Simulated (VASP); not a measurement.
# Fe (Im-3m) in VASP: notebook

Fe is run at these levels: PBE; tasks: single point.

Program: VASP 6.6.1. These are calculated values, not measurements. Logs are shortened: lines on timing, memory, paths and dates and some standing lists are left out, and cuts for length are marked.

## (1) The cell of the first run

The structure is cubic, space group Im-3m (No. 229). The conventional cell has a = 2.878 Å, b = 2.878 Å, c = 2.878 Å, α = 90.00°, β = 90.00°, γ = 90.00°. Fe (site symmetry m-3m) has 14 Fe at 2.49 to 2.88 Å within 3.3 Å.

## (2) Single point, PBE, collinear spin, ferromagnetic start

INCAR

```
SYSTEM = Fe
PREC = Accurate
ENCUT = 520
EDIFF = 1E-6
ISMEAR = -1
SIGMA = 0.05
LREAL = .FALSE.
LASPH = .TRUE.
NELM = 150
ALGO = Normal
ISIF = 2
LWAVE = .FALSE.
LCHARG = .FALSE.
ISPIN = 2
MAGMOM = 3
LORBIT = 11
LMAXMIX = 4
GGA = PE
NBANDS = 14
```

KPOINTS

```
Automatic mesh
0
G
  20 20 20
  0 0 0
```

POSCAR

```
Fe
1.0
   -1.4390000000      1.4390000000      1.4390000000
    1.4390000000     -1.4390000000      1.4390000000
    1.4390000000      1.4390000000     -1.4390000000
Fe
1
Direct
    0.0000000000      0.0000000000      0.0000000000
```

Potentials or basis: VASP PAW PBE potentials, release 64 (Fe).

Run with:

```bash
$ cat potpaw_PBE.64/Fe/POTCAR > POTCAR
$ mpirun -np 1 vasp_std > vasp.out
```

OUTCAR:

```text
SYSTEM = Fe
   PREC = Accurate
   ENCUT = 520
   EDIFF = 1E-6
   ISMEAR = -1
   LREAL = .FALSE.
   LASPH = .TRUE.
   NELM = 150
   ISIF = 2
   ISPIN = 2
   LORBIT = 11
   GGA = PE

 ion  position               nearest neighbor table
   1  0.000  0.000  0.000-

  LATTYP: Found a body centered cubic cell.
 ALAT       =     2.8780000000

  Lattice vectors:

 A1 = (  -1.4390000000,   1.4390000000,   1.4390000000)
 A2 = (   1.4390000000,  -1.4390000000,   1.4390000000)
 A3 = (   1.4390000000,   1.4390000000,  -1.4390000000)

Analysis of symmetry for initial positions (statically):
=====================================================================
 Subroutine PRICEL returns:
 Original cell was already a primitive cell.

 Routine SETGRP: Setting up the symmetry group for a
 body centered cubic supercell.

 Subroutine GETGRP returns: Found 48 space group operations
 (whereof 48 operations were pure point group operations)
 out of a pool of 48 trial point group operations.

The static configuration has the point symmetry O_h .

Analysis of symmetry for dynamics (positions and initial velocities):
=====================================================================
 Subroutine PRICEL returns:
 Original cell was already a primitive cell.

 Routine SETGRP: Setting up the symmetry group for a
 body centered cubic supercell.

 Subroutine GETGRP returns: Found 48 space group operations
 (whereof 48 operations were pure point group operations)
 out of a pool of 48 trial point group operations.

The dynamic configuration has the point symmetry O_h .

Analysis of structural, dynamic, and magnetic symmetry:
=====================================================================
 Subroutine PRICEL returns:
 Original cell was already a primitive cell.

 Routine SETGRP: Setting up the symmetry group for a
 body centered cubic supercell.

 Subroutine GETGRP returns: Found 48 space group operations
 (whereof 48 operations were pure point group operations)
 out of a pool of 48 trial point group operations.

The overall configuration has the point symmetry O_h .

 Subroutine INISYM returns: Found 48 space group operations
 (whereof 48 operations are pure point group operations),
 and found     1 'primitive' translations

----------------------------------------------------------------------------------------

                                     Primitive cell

  volume of cell :      11.9191

  direct lattice vectors                    reciprocal lattice vectors
    -1.439000000  1.439000000  1.439000000     0.000000000  0.347463516  0.347463516
     1.439000000 -1.439000000  1.439000000     0.347463516  0.000000000  0.347463516
     1.439000000  1.439000000 -1.439000000     0.347463516  0.347463516  0.000000000

  length of vectors
     2.492421112  2.492421112  2.492421112     0.491387617  0.491387617  0.491387617

  position of ions in fractional coordinates (direct lattice)
     0.000000000  0.000000000  0.000000000

  ion indices of the primitive-cell ions
   primitive index   ion index
                 1           1

----------------------------------------------------------------------------------------

 KPOINTS: Automatic mesh

Automatic generation of k-mesh.
 Grid dimensions read from file:
 generate k-points for:   20   20   20

 Generating k-lattice:

  Cartesian coordinates                     Fractional coordinates (reciprocal lattice)
     0.000000000  0.017373176  0.017373176     0.050000000  0.000000000  0.000000000
     0.017373176  0.000000000  0.017373176     0.000000000  0.050000000  0.000000000
     0.017373176  0.017373176  0.000000000     0.000000000  0.000000000  0.050000000

  Length of vectors
     0.024569381  0.024569381  0.024569381

  Shift w.r.t. Gamma in fractional coordinates (k-lattice)
     0.000000000  0.000000000  0.000000000

 Subroutine IBZKPT returns following result:
 ===========================================

 Found    256 irreducible k-points:

 Following reciprocal coordinates:
            Coordinates               Weight
  0.000000  0.000000  0.000000      1.000000
  0.050000  0.000000  0.000000     12.000000
  0.100000  0.000000  0.000000     12.000000
  0.150000  0.000000  0.000000     12.000000
  0.200000  0.000000  0.000000     12.000000
  0.250000  0.000000  0.000000     12.000000
[... 16 lines left out ...]
  0.200000  0.100000 -0.000000     48.000000
  0.250000  0.100000 -0.000000     48.000000
 [... further k-points ...]
   k-points           NKPTS =    256   k-points in BZ     NKDIM =    256   number of bands    NBANDS=     14
   number of dos      NEDOS =    301   number of ions     NIONS =      1
   total plane-waves  NPLWV =   8000
   dimension x,y,z NGX =    20 NGY =   20 NGZ =   20
   dimension x,y,z NGXF=    40 NGYF=   40 NGZF=   40
   ions per type =               1
   NGX,Y,Z   is equivalent  to a cutoff of  13.34, 13.34, 13.34 a.u.
   NGXF,Y,Z  is equivalent  to a cutoff of  26.68, 26.68, 26.68 a.u.
 SYSTEM =  Fe
   PREC   = accura    normal or accurate (medium, high low for compatibility)
   ISTART =      0    job   : 0-new  1-cont  2-samecut
   ICHARG =      2    charge: 1-file 2-atom 10-const
   ISPIN  =      2    spin polarized calculation?
   LNONCOLLINEAR =      F non collinear calculations
   LSORBIT =      F    spin-orbit coupling
   LASPH  =      T    aspherical Exc in radial PAW
   ENCUT  =  520.0 eV  38.22 Ry    6.18 a.u.   4.63  4.63  4.63*2*pi/ulx,y,z
   NELM   =    150;   NELMIN=  2; NELMDL= -5     # of ELM steps
   EDIFF  = 0.1E-05   stopping-criterion for ELM
   LREAL  =      F    real-space projection
   EDIFFG = 0.1E-04   stopping-criterion for IOM
   NSW    =      0    number of steps for IOM
   IBRION =     -1    ionic relax: 0-MD 1-quasi-New 2-CG
   NFREE  =      0    steps in history (QN), initial steepest desc. (CG)
   ISIF   =      2    stress and relaxation
   ISYM   =      2    0-nonsym 1-usesym 2-fastsym
   POTIM  = 0.5000    time-step for ionic-motion
   TEBEG  =    0.0;   TEEND  =   0.0 temperature during run
   PSTRESS=    0.0 pullay stress
   NELECT =       8.0000    total number of electrons
   NUPDOWN=      -1.0000    fix difference up-down
   EMIN   =  10.00;   EMAX   =-10.00  energy-range for DOS
   EFERMI =   0.00;   METHOD = LEGACY
   ISMEAR =    -1;   SIGMA  =   0.05  broadening in eV -4-tet -1-fermi 0-gaus
   EFERMI_NEDOS =   21; number of points for ismear=-14 and -15
   IALGO  =     38    algorithm
   IMIX   =      4    mixing-type and parameters
     AMIX     =   0.40;   BMIX     =  1.00
     AMIX_MAG =   1.60;   BMIX_MAG =  1.00
  volume/ion in A,a.u.               =      11.92        80.43
  Fermi-wavevector in a.u.,A,eV,Ry     =   1.433367  2.708671 27.953723  2.054541
  Thomas-Fermi vector in A             =   2.552893
   LORBIT       =     11    0 simple, 1 ext, 2 COOP (PROOUT), +10 PAW based schemes
   GGA     = PE    functional components
   LHFCALC =     F    Hartree Fock is set to
   AEXX    =    0.0000 exact exchange contribution
   IVDW    =     0    specifies the selected vdW correction
   LEPSILON=     F    determine dielectric tensor
   LRPA    =     F    only Hartree local field effects (RPA)
 spin polarized calculation
  energy-cutoff  :      520.00
  volume of cell :       11.92
 maximum number of plane-waves:       336
   NGX =  9   NGY =  9   NGZ =  9

 number of electron       7.9999996 magnetization       2.2699217

 Free energy of the ion-electron system (eV)
  ---------------------------------------------------
  ext. energy  EPLUGINS =         0.00000000
  ---------------------------------------------------
  free energy    TOTEN  =        -8.23186609 eV

  energy without entropy =       -8.22380827  energy(sigma->0) =       -8.22783718

 E-fermi :   5.3129     XC(G=0): -12.8456

 val. band max:        5.3110330780   @ k =  -0.4000   0.4500   0.1000
 cond. band min:       5.3134909103   @ k =  -0.2500   0.3000   0.2000
 fundamental gap:      0.0024578324
 Fermi energy:         5.3129269623

 spin component 1

 k-point     1 :       0.0000    0.0000    0.0000
  band No.  band energies     occupation
      1      -2.8089      1.00000
      2       3.1173      1.00000
      3       3.1173      1.00000
      4       3.1173      1.00000
      5       4.2427      1.00000
      6       4.2427      1.00000
      7      29.8970      0.00000
      8      29.8970      0.00000
      9      29.8970      0.00000
     10      34.6788      0.00000
     11      34.6788      0.00000
     12      36.7135      0.00000
     13      36.7135      0.00000
     14      36.7140      0.00000
[... 375 lines left out ...]
 k-point    24 :       0.2500    0.1000   -0.0000
  band No.  band energies     occupation
      1       0.2678      1.00000
      2       2.4561      1.00000
      3       2.8816      1.00000
      4       4.0871      1.00000
      5       4.4240      1.00000
      6       4.9966      0.99822
      7      18.5345      0.00000
      8      22.9732      0.00000
      9      26.2393      0.00000
     10      29.7885      0.00000
     11      33.9376      0.00000
     12      35.4273      0.00000
     13      41.0433      0.00000
     14      42.9872      0.00000

 [... further k-points ...]

 spin component 2

 k-point     1 :       0.0000    0.0000    0.0000
  band No.  band energies     occupation
      1      -2.6527      1.00000
      2       5.1156      0.98105
      3       5.1157      0.98100
      4       5.1157      0.98100
      5       7.0526      0.00000
      6       7.0528      0.00000
      7      29.6174      0.00000
      8      29.6174      0.00000
      9      29.6174      0.00000
     10      34.8468      0.00000
     11      34.8468      0.00000
     12      37.3783      0.00000
     13      37.3784      0.00000
     14      38.0104      0.00000
[... 375 lines left out ...]
 k-point    24 :       0.2500    0.1000   -0.0000
  band No.  band energies     occupation
      1       0.6864      1.00000
      2       4.3033      1.00000
      3       4.5701      1.00000
      4       6.6703      0.00000
      5       7.0495      0.00000
      6       7.2874      0.00000
      7      19.2861      0.00000
      8      23.3794      0.00000
      9      26.8002      0.00000
     10      30.0024      0.00000
     11      34.4360      0.00000
     12      35.7456      0.00000
     13      41.2561      0.00000
     14      43.4243      0.00000

 [... further k-points ...]
[... 5 lines left out ...]
  --------------------------------------------------------------------------------------
  -------------------------------------------------------------------------------------
  Total       -0.6356094     -0.6356094     -0.6356094      0.0000000      0.0000000     -0.0000000
  in kB      -85.4394669    -85.4394669    -85.4394669      0.0000000      0.0000000     -0.0000000
  external PRESSURE =     -85.4394669 kB  Pullay stress =       0.0000000 kB

 VOLUME and BASIS-vectors are now :
 -----------------------------------------------------------------------------
  energy-cutoff  :      520.00
  volume of cell :       11.92
      direct lattice vectors                 reciprocal lattice vectors
    -1.439000000  1.439000000  1.439000000     0.000000000  0.347463516  0.347463516
     1.439000000 -1.439000000  1.439000000     0.347463516  0.000000000  0.347463516
     1.439000000  1.439000000 -1.439000000     0.347463516  0.347463516  0.000000000

 POSITION                                       TOTAL-FORCE (eV/Angst)
 -----------------------------------------------------------------------------------
      0.00000      0.00000      0.00000        -0.000000      0.000000      0.000000
 -----------------------------------------------------------------------------------
    total drift:                                0.000000     -0.000000      0.000000

  FREE ENERGIE OF THE ION-ELECTRON SYSTEM (eV)
  ---------------------------------------------------
  free  energy   TOTEN  =        -8.2318660899 eV

  energy  without entropy=       -8.2238082653  energy(sigma->0) =       -8.22783718

 total charge

# of ion       s       p       d       tot
------------------------------------------
    1        0.467   0.498   6.208   7.173

 magnetization (x)

# of ion       s       p       d       tot
------------------------------------------
    1       -0.014  -0.055   2.345   2.277
```

Wall time 81 s (1 thread of Intel Xeon Platinum 8259CL at 2.50GHz (Skylake/Cascade Lake), shared host); peak memory 0.18 GiB.

What came out:

```yaml
Free_energy: -8.2319 eV
Pressure: -8.5 GPa
Net_moment: 2.27 μB per cell
Site_moments: Fe +2.28 μB
Valence_electrons_inside_the_program's_atomic_spheres: Fe 7.17
```

## (3) Single point, PBE, collinear spin, ferromagnetic start

INCAR

```
PREC     = Accurate       # precision mode
ENCUT    = 520            # plane-wave cutoff, eV
EDIFF    = 1E-7           # SCF threshold, eV
ISMEAR   = -1             # smearing method
SIGMA    = 0.05           # smearing width, eV
LREAL    = F              # projectors in reciprocal space
LASPH    = T              # aspherical terms in the spheres
NELM     = 150            # most SCF steps
ALGO     = Normal         # electronic algorithm
ISIF     = 2              # what is computed and relaxed
LWAVE    = F              # write WAVECAR
LCHARG   = F              # write CHGCAR
ISPIN    = 2              # spin polarisation
MAGMOM   = 3              # initial moments
LORBIT   = 11             # projections on sites
LMAXMIX  = 4              # l up to which the mixer works
GGA      = PE             # functional
NBANDS   = 14             # bands
```

KPOINTS

```
Automatic mesh
0
Gamma
  20 20 20
```

POSCAR is that of step 2.

Potentials or basis: VASP PAW PBE potentials, release 64 (Fe).

Run with:

```bash
$ cat potpaw_PBE.64/Fe/POTCAR > POTCAR
$ mpirun -np 1 vasp_std > vasp.out
```

OUTCAR:

```text
PREC = Accurate
   ENCUT = 520
   EDIFF = 1E-7
   ISMEAR = -1
   LREAL = F
   LASPH = T
   NELM = 150
   ISIF = 2
   ISPIN = 2
   LORBIT = 11
   GGA = PE

 ion  position               nearest neighbor table
   1  0.000  0.000  0.000-

  LATTYP: Found a body centered cubic cell.
 ALAT       =     2.8780000000

  Lattice vectors:

 A1 = (  -1.4390000000,   1.4390000000,   1.4390000000)
 A2 = (   1.4390000000,  -1.4390000000,   1.4390000000)
 A3 = (   1.4390000000,   1.4390000000,  -1.4390000000)

Analysis of symmetry for initial positions (statically):
=====================================================================
 Subroutine PRICEL returns:
 Original cell was already a primitive cell.

 Routine SETGRP: Setting up the symmetry group for a
 body centered cubic supercell.

 Subroutine GETGRP returns: Found 48 space group operations
 (whereof 48 operations were pure point group operations)
 out of a pool of 48 trial point group operations.

The static configuration has the point symmetry O_h .

Analysis of symmetry for dynamics (positions and initial velocities):
=====================================================================
 Subroutine PRICEL returns:
 Original cell was already a primitive cell.

 Routine SETGRP: Setting up the symmetry group for a
 body centered cubic supercell.

 Subroutine GETGRP returns: Found 48 space group operations
 (whereof 48 operations were pure point group operations)
 out of a pool of 48 trial point group operations.

The dynamic configuration has the point symmetry O_h .

Analysis of structural, dynamic, and magnetic symmetry:
=====================================================================
 Subroutine PRICEL returns:
 Original cell was already a primitive cell.

 Routine SETGRP: Setting up the symmetry group for a
 body centered cubic supercell.

 Subroutine GETGRP returns: Found 48 space group operations
 (whereof 48 operations were pure point group operations)
 out of a pool of 48 trial point group operations.

The overall configuration has the point symmetry O_h .

 Subroutine INISYM returns: Found 48 space group operations
 (whereof 48 operations are pure point group operations),
 and found     1 'primitive' translations

[... 150 lines left out ...]
      1      -2.8087      1.00000
      2       3.1160      1.00000
      3       3.1160      1.00000
      4       3.1160      1.00000
      5       4.2416      1.00000
      6       4.2416      1.00000
      7      29.8971      0.00000
      8      29.8971      0.00000
      9      29.8971      0.00000
     10      34.6792      0.00000
     11      34.6792      0.00000
     12      36.7132      0.00000
     13      36.7132      0.00000
     14      36.7132      0.00000
[... 379 lines left out ...]
      3       2.8806      1.00000
      4       4.0859      1.00000
      5       4.4228      1.00000
      6       4.9953      0.99823
      7      18.5344      0.00000
      8      22.9733      0.00000
      9      26.2393      0.00000
     10      29.7885      0.00000
     11      33.9376      0.00000
     12      35.4274      0.00000
     13      41.0433      0.00000
     14      42.9871      0.00000

 [... further k-points ...]

 spin component 2

 k-point     1 :       0.0000    0.0000    0.0000
  band No.  band energies     occupation
      1      -2.6526      1.00000
      2       5.1157      0.98063
      3       5.1158      0.98059
      4       5.1159      0.98058
      5       7.0527      0.00000
      6       7.0529      0.00000
      7      29.6168      0.00000
      8      29.6168      0.00000
      9      29.6168      0.00000
     10      34.8462      0.00000
     11      34.8462      0.00000
     12      37.3787      0.00000
     13      37.3787      0.00000
     14      37.3787      0.00000
[... 379 lines left out ...]
      3       4.5701      1.00000
      4       6.6704      0.00000
      5       7.0496      0.00000
      6       7.2875      0.00000
      7      19.2863      0.00000
      8      23.3794      0.00000
      9      26.8006      0.00000
     10      30.0021      0.00000
     11      34.4361      0.00000
     12      35.7456      0.00000
     13      41.2561      0.00000
     14      43.4245      0.00000

 [... further k-points ...]
[... 5 lines left out ...]
  --------------------------------------------------------------------------------------
  -------------------------------------------------------------------------------------
  Total       -0.6058373     -0.6058373     -0.6058373      0.0000000      0.0000000      0.0000000
  in kB      -81.4374634    -81.4374634    -81.4374634      0.0000000      0.0000000      0.0000000
  external PRESSURE =     -81.4374634 kB  Pullay stress =       0.0000000 kB

 VOLUME and BASIS-vectors are now :
 -----------------------------------------------------------------------------
  energy-cutoff  :      520.00
  volume of cell :       11.92
      direct lattice vectors                 reciprocal lattice vectors
    -1.439000000  1.439000000  1.439000000     0.000000000  0.347463516  0.347463516
     1.439000000 -1.439000000  1.439000000     0.347463516  0.000000000  0.347463516
     1.439000000  1.439000000 -1.439000000     0.347463516  0.347463516  0.000000000

 POSITION                                       TOTAL-FORCE (eV/Angst)
 -----------------------------------------------------------------------------------
      0.00000      0.00000      0.00000         0.000000      0.000000     -0.000000
 -----------------------------------------------------------------------------------
    total drift:                                0.000000     -0.000000      0.000000

  FREE ENERGIE OF THE ION-ELECTRON SYSTEM (eV)
  ---------------------------------------------------
  free  energy   TOTEN  =        -8.2318662291 eV

  energy  without entropy=       -8.2238066132  energy(sigma->0) =       -8.22783642

 total charge

# of ion       s       p       d       tot
------------------------------------------
    1        0.467   0.498   6.208   7.173

 magnetization (x)

# of ion       s       p       d       tot
------------------------------------------
    1       -0.014  -0.055   2.346   2.277
```

It took 1.7 min on 1 thread of Intel Xeon Platinum 8259CL at 2.50GHz (Skylake/Cascade Lake), shared host; peak memory 0.18 GiB.

What came out:

* Free energy: -8.2319 eV
* Pressure: -8.1 GPa
* Net moment: 2.27 μB per cell
* Site moments: Fe +2.28 μB
* Valence electrons inside the program's atomic spheres: Fe 7.17
